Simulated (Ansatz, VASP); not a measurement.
**One calculation of TiAl, two programs**

Contents of INCAR:

```
PREC = Accurate
ENCUT = 520
EDIFF = 1E-6
ISMEAR = 0
SIGMA = 0.15
LREAL = False
LASPH = True
NELM = 80
ALGO = Fast
ISIF = 2
LWAVE = False
LCHARG = False
GGA = CA
NBANDS = 14
```

Contents of KPOINTS:

```
regular mesh
0
Gamma
  14 14 14
```

File POSCAR:

```
TiAl
1.0
    3.0381738569      0.0000000000      0.0000000000
    0.0000000000      3.4677357133      0.0000000000
    0.0000000000      0.0000000000      3.1240862282
Ti Al
1 1
Direct
    0.0000000000      0.0000000000      0.0000000000
    0.5000000000      0.5000000000      0.5000000000
```

Input for Ansatz:

```yaml
crystal:
  lattice:
    - [3.0381738569, 0.0, 0.0]
    - [0.0, 3.4677357133, 0.0]
    - [0.0, 0.0, 3.1240862282]
  atoms:
    - { symbol: Ti, position: [0.0, 0.0, 0.0] }
    - { symbol: Al, position: [0.5, 0.5, 0.5] }
basis:
  ecutwfc: 520.0
kpoints:
  mp_grid: { grid: [14, 14, 14] }
hamiltonian:
  xc: lda
  pseudopotentials: { kind: paw, azcp: { folder: soft_1 } }
scf:
  occupations: { method: gaussian, width: 0.15 }
output:
  forces: true
  stress: true
  eigenvalues: true
```

Change from the starting cell: normal strain along x -0.0275, normal strain along y +0.1100.

Alike in both runs: task single point; functional LDA; k mesh 14 × 14 × 14; occupations gaussian, width 0.15 eV; no spin polarisation.

```csv
,VASP,Ansatz
version,VASP 6.6.1,Ansatz 0.2.0
potentials or method,"VASP PAW LDA potentials, release 64 (Ti_sv, Al), cutoff 520 eV","scalar-relativistic, plane waves, PAW"
valence electrons in the cell,15,15
```

VASP gave:

- gap on the k mesh at the Fermi level (eV): none
- pressure (GPa): -7.9
- traceless stress, the component that is largest in VASP (GPa): 5.38

**Question.** What did Ansatz give for the same quantities?

**Answer.** gap on the k mesh at the Fermi level (eV): none; pressure (GPa): -8.1; traceless stress, the component that is largest in VASP (GPa): 5.37.

Ansatz warns that its potentials were made for another functional, while VASP's fit it. LDA's correlation is that of Perdew and Zunger in VASP and of Perdew and Wang (1992) in Ansatz. A gap of «none» marks a metal or a gap that the smearing closes.
